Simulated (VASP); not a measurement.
A run of VASP 6.6.1 is set up as follows.

INCAR

```
  ALGO = Fast
  EDIFF = 1E-6
  ENCUT = 520
  GGA = PE
  ISIF = 2
  ISMEAR = -1
  LASPH = True
  LCHARG = False
  LREAL = False
  LWAVE = False
  NBANDS = 52
  NELM = 100
  PREC = Accurate
  SIGMA = 0.1
```

KPOINTS

```
k-points
0
Gamma
  6 6 6
```

Contents of POSCAR:

```
As2Pt
1.0
    5.9188600000      0.0000000000      0.0000000000
    0.0000000000      5.9188600000      0.0000000000
    0.0000000000      0.0000000000      5.9188600000
Pt As
4 8
Direct
    0.0000000000      0.0000000000      0.0000000000
    0.5000000000      0.0000000000      0.5000000000
    0.5000000000      0.5000000000      0.0000000000
    0.0000000000      0.5000000000      0.5000000000
    0.3830000000      0.3830000000      0.3830000000
    0.1170000000      0.6170000000      0.8830000000
    0.8830000000      0.1170000000      0.6170000000
    0.6170000000      0.8830000000      0.1170000000
    0.6170000000      0.6170000000      0.6170000000
    0.8830000000      0.3830000000      0.1170000000
    0.1170000000      0.8830000000      0.3830000000
    0.3830000000      0.1170000000      0.8830000000
```

Potentials or basis: VASP PAW PBE potentials, release 64 (Pt, As).

Launch:

```console
$ cat potpaw_PBE.64/Pt/POTCAR potpaw_PBE.64/As/POTCAR > POTCAR
$ mpirun -np 1 vasp_std > vasp.out
```

Predict the largest force.

0.037 eV/Å.

What does it give for the pressure?

11.5 GPa.

Estimate the band gap on the k mesh.

0.42 eV (least direct gap 1.19 eV).

Forces in eV/Å, atoms in the order of the input:
```
Pt   0.000  0.000  0.000
Pt   0.000  0.000  0.000
Pt   0.000  0.000  0.000
Pt   0.000  0.000  0.000
As  -0.021 -0.021 -0.021
As   0.021  0.021 -0.021
As  -0.021  0.021  0.021
As   0.021 -0.021  0.021
As   0.021  0.021  0.021
As  -0.021 -0.021  0.021
As   0.021 -0.021 -0.021
As  -0.021  0.021 -0.021
```

Caveat: the cell stands under pressure; spin-orbit coupling is left out, which moves the levels of the heavy elements. A k mesh can miss the band edges.
